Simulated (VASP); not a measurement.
# Ca2C (Fm-3m) in VASP: further runs, part 2 of 2

VASP 6.6.1.

## Step 5: Single point, PBE-based global hybrid with 10 % exact exchange

The input, POSCAR:

```
Ca2C
1.0
    0.0000000000      3.1285803957      3.1285803957
    3.1285803957      0.0000000000      3.1285803957
    3.1285803957      3.1285803957      0.0000000000
C Ca
1 2
Direct
    0.0000000000      0.0000000000      0.0000000000
    0.2500000000      0.2500000000      0.2500000000
    0.7500000000      0.7500000000      0.7500000000
```

The input, INCAR.step1:

```
SYSTEM = Ca2C
PREC = Accurate
ENCUT = 520
EDIFF = 1E-5
ISMEAR = 0
SIGMA = 0.01
LREAL = .False.
LASPH = .True.
NELM = 100
ALGO = Normal
ISIF = 2
LWAVE = .True.
LCHARG = .False.
GGA = PE
NBANDS = 19
```

The input, INCAR.step2:

```
SYSTEM = Ca2C
PREC = Accurate
ENCUT = 520
EDIFF = 1E-7
ISMEAR = 0
SIGMA = 0.01
LREAL = .False.
LASPH = .True.
NELM = 100
ALGO = Normal
ISIF = 2
LWAVE = .False.
LCHARG = .False.
GGA = PE
LHFCALC = .True.
AEXX = 0.1
PRECFOCK = Normal
ISTART = 1
NBANDS = 19
```

The input, KPOINTS:

```
regular mesh
0
Gamma
  4 4 4
  0 0 0
```

Potentials or basis: VASP PAW PBE potentials, release 64 (C, Ca_sv).

Run with:

```console
> cat potpaw_PBE.64/C/POTCAR potpaw_PBE.64/Ca_sv/POTCAR > POTCAR
> cp INCAR.step1 INCAR
> mpirun -np 1 vasp_std > vasp.out
> cp INCAR.step2 INCAR
> mpirun -np 1 vasp_std > vasp.out
```

OUTCAR:

```text
SYSTEM = Ca2C
   PREC = Accurate
   ENCUT = 520
   EDIFF = 1E-7
   ISMEAR = 0
   LREAL = .False.
   LASPH = .True.
   NELM = 100
   ISIF = 2
   GGA = PE
   LHFCALC = .True.
   AEXX = 0.1
   PRECFOCK = Normal
   ISTART = 1

 ion  position               nearest neighbor table
   1  0.000  0.000  0.000-
   2  0.250  0.250  0.250-   3 3.13   3 3.13   3 3.13   3 3.13   3 3.13   3 3.13
   3  0.750  0.750  0.750-   2 3.13   2 3.13   2 3.13   2 3.13   2 3.13   2 3.13

  LATTYP: Found a face centered cubic cell.
 ALAT       =     6.2571607914

  Lattice vectors:

 A1 = (   0.0000000000,   3.1285803957,   3.1285803957)
 A2 = (   3.1285803957,   0.0000000000,   3.1285803957)
 A3 = (   3.1285803957,   3.1285803957,   0.0000000000)

Analysis of symmetry for initial positions (statically):
=====================================================================
 Subroutine PRICEL returns:
 Original cell was already a primitive cell.

 Routine SETGRP: Setting up the symmetry group for a
 face centered cubic supercell.

 Subroutine GETGRP returns: Found 48 space group operations
 (whereof 48 operations were pure point group operations)
 out of a pool of 48 trial point group operations.

The static configuration has the point symmetry O_h .

Analysis of symmetry for dynamics (positions and initial velocities):
=====================================================================
 Subroutine PRICEL returns:
 Original cell was already a primitive cell.

 Routine SETGRP: Setting up the symmetry group for a
 face centered cubic supercell.

 Subroutine GETGRP returns: Found 48 space group operations
 (whereof 48 operations were pure point group operations)
 out of a pool of 48 trial point group operations.

The dynamic configuration has the point symmetry O_h .

 Subroutine INISYM returns: Found 48 space group operations
 (whereof 48 operations are pure point group operations),
 and found     1 'primitive' translations

----------------------------------------------------------------------------------------

                                     Primitive cell

  volume of cell :      61.2452

  direct lattice vectors                    reciprocal lattice vectors
     0.000000000  3.128580396  3.128580396    -0.159816894  0.159816894  0.159816894
     3.128580396  0.000000000  3.128580396     0.159816894 -0.159816894  0.159816894
     3.128580396  3.128580396  0.000000000     0.159816894  0.159816894 -0.159816894

  length of vectors
     4.424480827  4.424480827  4.424480827     0.276810980  0.276810980  0.276810980

  position of ions in fractional coordinates (direct lattice)
     0.000000000  0.000000000  0.000000000
     0.250000000  0.250000000  0.250000000
     0.750000000  0.750000000  0.750000000

  ion indices of the primitive-cell ions
   primitive index   ion index
                 1           1
                 2           2
                 3           3

----------------------------------------------------------------------------------------

[... 28 lines left out ...]
  0.500000  0.000000  0.000000      4.000000
  0.250000  0.250000  0.000000      6.000000
  0.500000  0.250000  0.000000     24.000000
 -0.250000  0.250000  0.000000     12.000000
  0.500000  0.500000  0.000000      3.000000
 -0.250000  0.500000  0.250000      6.000000
   k-points           NKPTS =      8   k-points in BZ     NKDIM =     64   number of bands    NBANDS=     19
   number of dos      NEDOS =    301   number of ions     NIONS =      3
   total plane-waves  NPLWV =  46656
   dimension x,y,z NGX =    36 NGY =   36 NGZ =   36
   dimension x,y,z NGXF=    72 NGYF=   72 NGZF=   72
   ions per type =               1   2
   NGX,Y,Z   is equivalent  to a cutoff of  13.53, 13.53, 13.53 a.u.
   NGXF,Y,Z  is equivalent  to a cutoff of  27.05, 27.05, 27.05 a.u.
 SYSTEM =  Ca2C
   PREC   = accura    normal or accurate (medium, high low for compatibility)
   ISTART =      1    job   : 0-new  1-cont  2-samecut
   ICHARG =      0    charge: 1-file 2-atom 10-const
   ISPIN  =      1    spin polarized calculation?
   LNONCOLLINEAR =      F non collinear calculations
   LSORBIT =      F    spin-orbit coupling
   LASPH  =      T    aspherical Exc in radial PAW
   ENCUT  =  520.0 eV  38.22 Ry    6.18 a.u.   8.23  8.23  8.23*2*pi/ulx,y,z
   NELM   =    100;   NELMIN=  2; NELMDL=  0     # of ELM steps
   EDIFF  = 0.1E-06   stopping-criterion for ELM
   LREAL  =      F    real-space projection
   EDIFFG = 0.1E-05   stopping-criterion for IOM
   NSW    =      0    number of steps for IOM
   IBRION =     -1    ionic relax: 0-MD 1-quasi-New 2-CG
   NFREE  =      0    steps in history (QN), initial steepest desc. (CG)
   ISIF   =      2    stress and relaxation
   ISYM   =      3    0-nonsym 1-usesym 2-fastsym
   POTIM  = 0.5000    time-step for ionic-motion
   TEBEG  =    0.0;   TEEND  =   0.0 temperature during run
   PSTRESS=    0.0 pullay stress
   NELECT =      24.0000    total number of electrons
   NUPDOWN=      -1.0000    fix difference up-down
   EMIN   =  10.00;   EMAX   =-10.00  energy-range for DOS
   EFERMI =   0.00;   METHOD = LEGACY
   ISMEAR =     0;   SIGMA  =   0.01  broadening in eV -4-tet -1-fermi 0-gaus
   EFERMI_NEDOS =   21; number of points for ismear=-14 and -15
   IALGO  =     38    algorithm
   IMIX   =      1    mixing-type and parameters
     AMIX     =   0.40;   BMIX     =  1.00
     AMIX_MAG =   1.60;   BMIX_MAG =  1.00
  volume/ion in A,a.u.               =      20.42       137.77
  Fermi-wavevector in a.u.,A,eV,Ry     =   1.197994  2.263880 19.526936  1.435189
  Thomas-Fermi vector in A             =   2.333894
   LORBIT       =      0    0 simple, 1 ext, 2 COOP (PROOUT), +10 PAW based schemes
   GGA     = PE    functional components
   LHFCALC =     T    Hartree Fock is set to
   PRECFOCK=normal    Normal, Fast or Accurate (Low or Medium for compatibility)
   ENCUT4O =  -1.0   cutoff for four orbital integrals eV
   NKREDX  =     1    reduce k-point grid by
   NKREDY  =     1    reduce k-point grid by
   NKREDZ  =     1    reduce k-point grid by
   AEXX    =    0.1000 exact exchange contribution
   HFSCREEN=    0.0000 screening length (either q_TF or 0.3 A-1)
   HFSCREENC=   0.0000 screening length for correlation (either q_TF or 0.3 A-1)
   ENCUTFOCK=  -1.0 apply spherical cutoff to Coloumb kernel
   IVDW    =     0    specifies the selected vdW correction
   LEPSILON=     F    determine dielectric tensor
   LRPA    =     F    only Hartree local field effects (RPA)
 non-spin polarized calculation
 Gauss-broadening in eV      SIGMA  =   0.01
  energy-cutoff  :      520.00
  volume of cell :       61.25
 maximum number of plane-waves:      1676
 NGX is ok and might be reduce to    36
  NGX = 28; NGY = 28; NGZ = 28

 number of electron      24.0000003 magnetization

 Free energy of the ion-electron system (eV)
  ---------------------------------------------------
  ext. energy  EPLUGINS =         0.00000000
  ---------------------------------------------------
  free energy    TOTEN  =       -12.67635476 eV

  energy without entropy =      -12.67635476  energy(sigma->0) =      -12.67635476

 E-fermi :   3.1021     XC(G=0):  -8.6888

 val. band max:        2.9584713564   @ k =   0.5000   0.5000   0.0000
 cond. band min:       3.6671852031   @ k =   0.5000   0.5000   0.0000
 fundamental gap:      0.7087138467
 Fermi energy:         3.1021428113

 k-point     1 :       0.0000    0.0000    0.0000
  band No.  band energies     occupation
      1     -38.6535      2.00000
      2     -38.4378      2.00000
      3     -19.2268      2.00000
      4     -19.2268      2.00000
      5     -19.2268      2.00000
      6     -18.7840      2.00000
[... 153 lines left out ...]
      6     -19.0332      2.00000
[... 11 lines left out ...]
     18       8.2135      0.00000
     19       9.6294      0.00000

------------------------ aborting loop because EDIFF is reached ----------------------------------------

  FORCE on cell =-STRESS in cart. coord.  units (eV):
  Direction    XX          YY          ZZ          XY          YZ          ZX
  --------------------------------------------------------------------------------------
  -------------------------------------------------------------------------------------
  Total        0.2765825      0.2765825      0.2765825      0.0000000     -0.0000000      0.0000000
  in kB        7.2354141      7.2354141      7.2354141      0.0000000     -0.0000000      0.0000000
  external PRESSURE =       7.2354141 kB  Pullay stress =       0.0000000 kB

 VOLUME and BASIS-vectors are now :
 -----------------------------------------------------------------------------
  energy-cutoff  :      520.00
  volume of cell :       61.25
      direct lattice vectors                 reciprocal lattice vectors
     0.000000000  3.128580396  3.128580396    -0.159816894  0.159816894  0.159816894
     3.128580396  0.000000000  3.128580396     0.159816894 -0.159816894  0.159816894
     3.128580396  3.128580396  0.000000000     0.159816894  0.159816894 -0.159816894

 POSITION                                       TOTAL-FORCE (eV/Angst)
 -----------------------------------------------------------------------------------
      0.00000      0.00000      0.00000        -0.000000     -0.000000      0.000000
      1.56429      1.56429      1.56429         0.000000      0.000000      0.000000
      4.69287      4.69287      4.69287        -0.000000     -0.000000     -0.000000
 -----------------------------------------------------------------------------------
    total drift:                                0.000000      0.000000      0.000000

  FREE ENERGIE OF THE ION-ELECTRON SYSTEM (eV)
  ---------------------------------------------------
  free  energy   TOTEN  =       -12.6763547645 eV

  energy  without entropy=      -12.6763547645  energy(sigma->0) =      -12.67635476
```

Run time: 27 min. Hardware: 1 thread of Intel Xeon Platinum 8375C at 2.90GHz (Ice Lake), shared host; peak memory 0.22 GiB.

What came out:

* Free energy: -12.6764 eV
* Pressure: 0.7 GPa
* Band gap on the k mesh: 0.71 eV

Levels at points of the mesh, in eV from the valence-band top:
```tsv
k point	band 10	band 11	band 12	band 13	band 14	band 15
(0.00, 0.00, 0.00)	-1.08	-1.08	-1.08	1.29	2.61	2.61
(0.50, 0.00, 0.00)	-2.07	-0.41	-0.41	3.42	3.71	3.71
(0.50, 0.50, 0.00)	-2.10	0.00	0.00	0.71	3.20	3.51
```

Caveat: the k points lie up to 0.43 Å⁻¹ apart; the PAW data sets were made with another functional, which shifts forces and pressure a little. A k mesh can miss the band edges.

## Step 6: The runs side by side

| level | share of exact exchange | screening parameter | gap on the mesh (eV) | pressure (GPa) |
| --- | --- | --- | --- | --- |
| PBE-based screened hybrid with 20 % exact exchange | 0.2 | 0.2078 1/Å | 0.69 | 0.6 |
| PBE-based screened hybrid with 30 % exact exchange | 0.3 | 0.3 1/Å | 0.76 | 0.6 |
| HF | 1 | - | 6.28 | 5.7 |
| PBE-based global hybrid with 10 % exact exchange | 0.1 | - | 0.71 | 0.7 |

Alike in all rows: task single point; potentials or basis VASP PAW PBE potentials, release 64 (C, Ca_sv); no spin polarisation; cell as given; k mesh 4 × 4 × 4; cutoff (eV) 520; smearing gaussian 0.01 eV.

Caveats: all runs use coarse meshes; the PAW data sets were made with another functional, which shifts forces and pressure a little.

Total energies depend on the potentials used, so only differences within one code and one set of settings carry meaning.
